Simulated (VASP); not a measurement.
# Pt (P6_3/mmc) in VASP: single point with PBEsol

Aim: the single point of Pt with PBEsol.

All numbers are computed with VASP 6.6.1; they aren't measurements. Logs are shortened: lines on timing, memory, paths and dates and some standing lists are left out, and cuts for length are marked.

## Step 1: The cell of the first run

Symmetry: P6_3/mmc, No. 194, hexagonal system. The conventional cell has a = 2.761 Å, b = 2.761 Å, c = 4.792 Å, α = 90.00°, β = 90.00°, γ = 120.00°. Within 3.6 Å of Pt (site symmetry -6m2) lie 12 Pt at 2.76 to 2.88 Å.

## Step 2: Single point, PBEsol, collinear spin, zero start

The input, INCAR:

```
SYSTEM = Pt
PREC = Accurate ; ENCUT = 520
EDIFF = 1E-6 ; ISMEAR = 1
SIGMA = 0.1 ; LREAL = .FALSE.
LASPH = .TRUE. ; NELM = 150
ALGO = Normal ; ISIF = 2
LWAVE = .FALSE. ; LCHARG = .FALSE.
ISPIN = 2 ; MAGMOM = 0 0
LORBIT = 11 ; LMAXMIX = 4
GGA = PS ; NBANDS = 21
```

The input, KPOINTS:

```
regular mesh
0
G
  10 10 5
  0 0 0
```

The input, POSCAR:

```
Pt
1.0
    2.7606660000      0.0000000000      0.0000000000
   -1.3803330000      2.3908070000      0.0000000000
    0.0000000000      0.0000000000      4.7921340000
Pt
2
Direct
    0.6666666667      0.3333333333      0.7500000000
    0.3333333333      0.6666666667      0.2500000000
```

Potentials or basis: VASP PAW PBE potentials, release 64 (Pt).

The run is started by

```bash
$ cat potpaw_PBE.64/Pt/POTCAR > POTCAR
$ mpirun -np 1 vasp_std > vasp.out
```

OUTCAR:

```text
SYSTEM = Pt
   PREC = Accurate
   ENCUT = 520
   EDIFF = 1E-6
   ISMEAR = 1
   LREAL = .FALSE.
   LASPH = .TRUE.
   NELM = 150
   ISIF = 2
   ISPIN = 2
   LORBIT = 11
   GGA = PS

 ion  position               nearest neighbor table
   1  0.667  0.333  0.750-   2 2.88   2 2.88   2 2.88   2 2.88   2 2.88   2 2.88
   2  0.333  0.667  0.250-   1 2.88   1 2.88   1 2.88   1 2.88   1 2.88   1 2.88

  LATTYP: Found a hexagonal cell.
 ALAT       =     2.7606660000
 C/A-ratio  =     1.7358615638

  Lattice vectors:

 A1 = (   2.7606660000,   0.0000000000,   0.0000000000)
 A2 = (  -1.3803330000,   2.3908070000,   0.0000000000)
 A3 = (   0.0000000000,   0.0000000000,   4.7921340000)

Analysis of symmetry for initial positions (statically):
=====================================================================
 Subroutine PRICEL returns:
 Original cell was already a primitive cell.

 Routine SETGRP: Setting up the symmetry group for a
 hexagonal supercell.

 Subroutine GETGRP returns: Found 24 space group operations
 (whereof 12 operations were pure point group operations)
 out of a pool of 24 trial point group operations.

The static configuration has the point symmetry D_3d.
 The point group associated with its full space group is D_6h.

Analysis of symmetry for dynamics (positions and initial velocities):
=====================================================================
 Subroutine PRICEL returns:
 Original cell was already a primitive cell.

 Routine SETGRP: Setting up the symmetry group for a
 hexagonal supercell.

 Subroutine GETGRP returns: Found 24 space group operations
 (whereof 12 operations were pure point group operations)
 out of a pool of 24 trial point group operations.

The dynamic configuration has the point symmetry D_3d.
 The point group associated with its full space group is D_6h.

Analysis of structural, dynamic, and magnetic symmetry:
=====================================================================
 Subroutine PRICEL returns:
 Original cell was already a primitive cell.

 Routine SETGRP: Setting up the symmetry group for a
 hexagonal supercell.

 Subroutine GETGRP returns: Found 24 space group operations
 (whereof 12 operations were pure point group operations)
 out of a pool of 24 trial point group operations.

The overall configuration has the point symmetry D_3d.
 The point group associated with its full space group is D_6h.

 Subroutine INISYM returns: Found 24 space group operations
 (whereof 12 operations are pure point group operations),
 and found     1 'primitive' translations

----------------------------------------------------------------------------------------

                                     Primitive cell

  volume of cell :      31.6291

  direct lattice vectors                    reciprocal lattice vectors
     2.760666000  0.000000000  0.000000000     0.362231433  0.209134405  0.000000000
    -1.380333000  2.390807000  0.000000000     0.000000000  0.418268810  0.000000000
     0.000000000  0.000000000  4.792134000     0.000000000  0.000000000  0.208675300

  length of vectors
     2.760666000  2.760666098  4.792134000     0.418268825  0.418268810  0.208675300

  position of ions in fractional coordinates (direct lattice)
     0.666666667  0.333333333  0.750000000
     0.333333333  0.666666667  0.250000000

  ion indices of the primitive-cell ions
   primitive index   ion index
                 1           1
                 2           2

----------------------------------------------------------------------------------------

 KPOINTS: regular mesh

Automatic generation of k-mesh.
 Grid dimensions read from file:
 generate k-points for:   10   10    5

 Generating k-lattice:

  Cartesian coordinates                     Fractional coordinates (reciprocal lattice)
     0.036223143  0.020913441  0.000000000     0.100000000  0.000000000  0.000000000
     0.000000000  0.041826881  0.000000000     0.000000000  0.100000000  0.000000000
     0.000000000  0.000000000  0.041735060     0.000000000  0.000000000  0.200000000

  Length of vectors
     0.041826883  0.041826881  0.041735060

  Shift w.r.t. Gamma in fractional coordinates (k-lattice)
     0.000000000  0.000000000  0.000000000

 Subroutine IBZKPT returns following result:
 ===========================================

 Found     42 irreducible k-points:

 Following reciprocal coordinates:
            Coordinates               Weight
  0.000000  0.000000  0.000000      1.000000
  0.100000  0.000000  0.000000      6.000000
  0.200000  0.000000  0.000000      6.000000
  0.300000 -0.000000  0.000000      6.000000
  0.400000 -0.000000  0.000000      6.000000
  0.500000  0.000000  0.000000      3.000000
[... 16 lines left out ...]
  0.300000  0.100000  0.200000     24.000000
  0.400000  0.100000  0.200000     24.000000
 [... further k-points ...]
   k-points           NKPTS =     42   k-points in BZ     NKDIM =     42   number of bands    NBANDS=     21
   number of dos      NEDOS =    301   number of ions     NIONS =      2
   total plane-waves  NPLWV =  20736
   dimension x,y,z NGX =    24 NGY =   24 NGZ =   36
   dimension x,y,z NGXF=    48 NGYF=   48 NGZF=   72
   ions per type =               2
   NGX,Y,Z   is equivalent  to a cutoff of  14.45, 14.45, 12.49 a.u.
   NGXF,Y,Z  is equivalent  to a cutoff of  28.91, 28.91, 24.98 a.u.
 SYSTEM =  Pt
   PREC   = accura    normal or accurate (medium, high low for compatibility)
   ISTART =      0    job   : 0-new  1-cont  2-samecut
   ICHARG =      2    charge: 1-file 2-atom 10-const
   ISPIN  =      2    spin polarized calculation?
   LNONCOLLINEAR =      F non collinear calculations
   LSORBIT =      F    spin-orbit coupling
   LASPH  =      T    aspherical Exc in radial PAW
   ENCUT  =  520.0 eV  38.22 Ry    6.18 a.u.   5.13  5.13  8.91*2*pi/ulx,y,z
   NELM   =    150;   NELMIN=  2; NELMDL= -5     # of ELM steps
   EDIFF  = 0.1E-05   stopping-criterion for ELM
   LREAL  =      F    real-space projection
   EDIFFG = 0.1E-04   stopping-criterion for IOM
   NSW    =      0    number of steps for IOM
   IBRION =     -1    ionic relax: 0-MD 1-quasi-New 2-CG
   NFREE  =      0    steps in history (QN), initial steepest desc. (CG)
   ISIF   =      2    stress and relaxation
   ISYM   =      2    0-nonsym 1-usesym 2-fastsym
   POTIM  = 0.5000    time-step for ionic-motion
   TEBEG  =    0.0;   TEEND  =   0.0 temperature during run
   PSTRESS=    0.0 pullay stress
   NELECT =      20.0000    total number of electrons
   NUPDOWN=      -1.0000    fix difference up-down
   EMIN   =  10.00;   EMAX   =-10.00  energy-range for DOS
   EFERMI =   0.00;   METHOD = LEGACY
   ISMEAR =     1;   SIGMA  =   0.10  broadening in eV -4-tet -1-fermi 0-gaus
   EFERMI_NEDOS =   21; number of points for ismear=-14 and -15
   IALGO  =     38    algorithm
   IMIX   =      4    mixing-type and parameters
     AMIX     =   0.40;   BMIX     =  1.00
     AMIX_MAG =   1.60;   BMIX_MAG =  1.00
  volume/ion in A,a.u.               =      15.81       106.72
  Fermi-wavevector in a.u.,A,eV,Ry     =   1.405149  2.655347 26.863938  1.974444
  Thomas-Fermi vector in A             =   2.527639
   LORBIT       =     11    0 simple, 1 ext, 2 COOP (PROOUT), +10 PAW based schemes
   GGA     = PS    functional components
   LHFCALC =     F    Hartree Fock is set to
   AEXX    =    0.0000 exact exchange contribution
   IVDW    =     0    specifies the selected vdW correction
   LEPSILON=     F    determine dielectric tensor
   LRPA    =     F    only Hartree local field effects (RPA)
 spin polarized calculation
 Methfessel and Paxton  Order N= 1 SIGMA  =   0.10
  energy-cutoff  :      520.00
  volume of cell :       31.63
 maximum number of plane-waves:       862
 NGX is ok and might be reduce to    24
   NGX = 11   NGY = 11   NGZ = 17

 number of electron      20.0000004 magnetization       0.0000001

 Free energy of the ion-electron system (eV)
  ---------------------------------------------------
  ext. energy  EPLUGINS =         0.00000000
  ---------------------------------------------------
  free energy    TOTEN  =       -13.74894747 eV

  energy without entropy =      -13.74701887  energy(sigma->0) =      -13.74830460

 E-fermi :  10.1860     XC(G=0): -13.3433

 val. band max:       10.1855228060   @ k =   0.3000  -0.0000   0.0000
 cond. band min:      10.1878663226   @ k =   0.4000  -0.0000   0.0000
 fundamental gap:      0.0023435166
 Fermi energy:        10.1860482362

 spin component 1

 k-point     1 :       0.0000    0.0000    0.0000
  band No.  band energies     occupation
      1       0.4297      1.00000
      2       3.0966      1.00000
      3       6.2455      1.00000
      4       6.7548      1.00000
      5       6.7548      1.00000
      6       7.1193      1.00000
[... 13 lines left out ...]
     20      32.5573      0.00000
     21      33.8934      0.00000

 k-point     2 :       0.1000    0.0000    0.0000
  band No.  band energies     occupation
      1       0.7887      1.00000
      2       3.4235      1.00000
      3       6.1831      1.00000
      4       6.7601      1.00000
      5       6.9701      1.00000
      6       7.0302      1.00000
[... 13 lines left out ...]
     20      32.9694      0.00000
     21      34.5313      0.00000

 k-point     3 :       0.2000    0.0000    0.0000
  band No.  band energies     occupation
      1       1.7697      1.00000
      2       4.1459      1.00000
      3       5.9558      1.00000
      4       6.4309      1.00000
      5       6.4769      1.00000
      6       7.3768      1.00000
[... 13 lines left out ...]
     20      32.1114      0.00000
     21      33.1004      0.00000
[... 457 lines left out ...]
 k-point    23 :       0.3000    0.1000    0.2000
  band No.  band energies     occupation
      1       3.6886      1.00000
      2       4.4500      1.00000
      3       5.1138      1.00000
      4       5.7656      1.00000
      5       6.8188      1.00000
      6       7.4524      1.00000
[... 13 lines left out ...]
     20      31.1904      0.00000
     21      32.6288      0.00000

 k-point    24 :       0.4000    0.1000    0.2000
  band No.  band energies     occupation
      1       3.7964      1.00000
      2       4.1482      1.00000
      3       5.0885      1.00000
      4       5.6907      1.00000
      5       6.8716      1.00000
      6       7.7122      1.00000
[... 13 lines left out ...]
     20      31.7808      0.00000
     21      33.8480      0.00000

 [... further k-points ...]

 spin component 2

 k-point     1 :       0.0000    0.0000    0.0000
  band No.  band energies     occupation
      1       0.4297      1.00000
      2       3.0966      1.00000
      3       6.2455      1.00000
      4       6.7548      1.00000
      5       6.7548      1.00000
      6       7.1193      1.00000
[... 13 lines left out ...]
     20      32.5573      0.00000
     21      33.8934      0.00000

 k-point     2 :       0.1000    0.0000    0.0000
  band No.  band energies     occupation
      1       0.7887      1.00000
      2       3.4235      1.00000
      3       6.1831      1.00000
      4       6.7601      1.00000
      5       6.9701      1.00000
      6       7.0302      1.00000
[... 13 lines left out ...]
     20      32.9694      0.00000
     21      34.5313      0.00000

 k-point     3 :       0.2000    0.0000    0.0000
  band No.  band energies     occupation
      1       1.7697      1.00000
      2       4.1459      1.00000
      3       5.9558      1.00000
      4       6.4309      1.00000
      5       6.4769      1.00000
      6       7.3769      1.00000
[... 13 lines left out ...]
     20      32.1114      0.00000
     21      33.1004      0.00000
[... 457 lines left out ...]
 k-point    23 :       0.3000    0.1000    0.2000
  band No.  band energies     occupation
      1       3.6886      1.00000
      2       4.4500      1.00000
      3       5.1138      1.00000
      4       5.7656      1.00000
      5       6.8188      1.00000
      6       7.4524      1.00000
[... 13 lines left out ...]
     20      31.1904      0.00000
     21      32.6288      0.00000

 k-point    24 :       0.4000    0.1000    0.2000
  band No.  band energies     occupation
      1       3.7964      1.00000
      2       4.1482      1.00000
      3       5.0885      1.00000
      4       5.6907      1.00000
      5       6.8716      1.00000
      6       7.7122      1.00000
[... 13 lines left out ...]
     20      31.7808      0.00000
     21      33.8480      0.00000

 [... further k-points ...]

------------------------ aborting loop because EDIFF is reached ----------------------------------------

  FORCE on cell =-STRESS in cart. coord.  units (eV):
  Direction    XX          YY          ZZ          XY          YZ          ZX
  --------------------------------------------------------------------------------------
  -------------------------------------------------------------------------------------
  Total       -2.2644333     -2.2644335     -2.2231135      0.0000000      0.0000000      0.0000000
  in kB     -114.7051105   -114.7051213   -112.6120515      0.0000000      0.0000000      0.0000000
  external PRESSURE =    -114.0074278 kB  Pullay stress =       0.0000000 kB

 VOLUME and BASIS-vectors are now :
 -----------------------------------------------------------------------------
  energy-cutoff  :      520.00
  volume of cell :       31.63
      direct lattice vectors                 reciprocal lattice vectors
     2.760666000  0.000000000  0.000000000     0.362231433  0.209134405  0.000000000
    -1.380333000  2.390807000  0.000000000     0.000000000  0.418268810  0.000000000
     0.000000000  0.000000000  4.792134000     0.000000000  0.000000000  0.208675300

 POSITION                                       TOTAL-FORCE (eV/Angst)
 -----------------------------------------------------------------------------------
      1.38033      0.79694      3.59410         0.000000      0.000000      0.000000
     -0.00000      1.59387      1.19803        -0.000000     -0.000000      0.000000
 -----------------------------------------------------------------------------------
    total drift:                               -0.000000      0.000000     -0.000000

  FREE ENERGIE OF THE ION-ELECTRON SYSTEM (eV)
  ---------------------------------------------------
  free  energy   TOTEN  =       -13.7489474684 eV

  energy  without entropy=      -13.7470188695  energy(sigma->0) =      -13.74830460

 total charge

# of ion       s       p       d       tot
------------------------------------------
    1        0.610   0.558   8.006   9.174
    2        0.610   0.558   8.006   9.174
--------------------------------------------------
tot          1.220   1.116  16.012  18.348

 magnetization (x)

# of ion       s       p       d       tot
------------------------------------------
    1        0.000   0.000   0.000   0.000
    2        0.000   0.000   0.000   0.000
--------------------------------------------------
tot          0.000   0.000   0.000   0.000
```

Wall time 16 s (1 thread of Intel Xeon 6975P-C (Granite Rapids), shared host); peak memory 0.19 GiB.

What came out:

```
Free energy                                           : -13.7489 eV
Pressure                                              : -11.4 GPa
Band gap on the k mesh                                : zero (filled and empty bands overlap)
Net moment                                            : 0.00 μB per cell
Valence electrons inside the program's atomic spheres : Pt 9.17
```

Levels at points of the mesh, in eV from the Fermi level:
Spin up:
```
           k point  band 8  band 9  band 10  band 11  band 12  band 13
(0.00, 0.00, 0.00)   -1.79   -1.79    -0.78    -0.21    -0.21     4.63
(0.50, 0.00, 0.00)    0.01    0.28     0.48     2.23     3.70     7.20
```
Spin down:
| k point | band 6 | band 7 | band 8 | band 9 | band 10 | band 11 | band 12 | band 13 | band 14 | band 15 |
| --- | --- | --- | --- | --- | --- | --- | --- | --- | --- | --- |
| (0.00, 0.00, 0.00) | -3.07 | -3.07 | -1.79 | -1.79 | -0.78 | -0.21 | -0.21 | 4.63 | 15.09 | 15.66 |
| (0.50, 0.00, 0.00) | -2.93 | -2.62 | 0.01 | 0.28 | 0.48 | 2.23 | 3.70 | 7.20 | 8.77 | 9.43 |

Caveat: the PAW data sets were made with another functional, which shifts forces and pressure a little; spin-orbit coupling is left out, which moves the levels of the heavy elements.
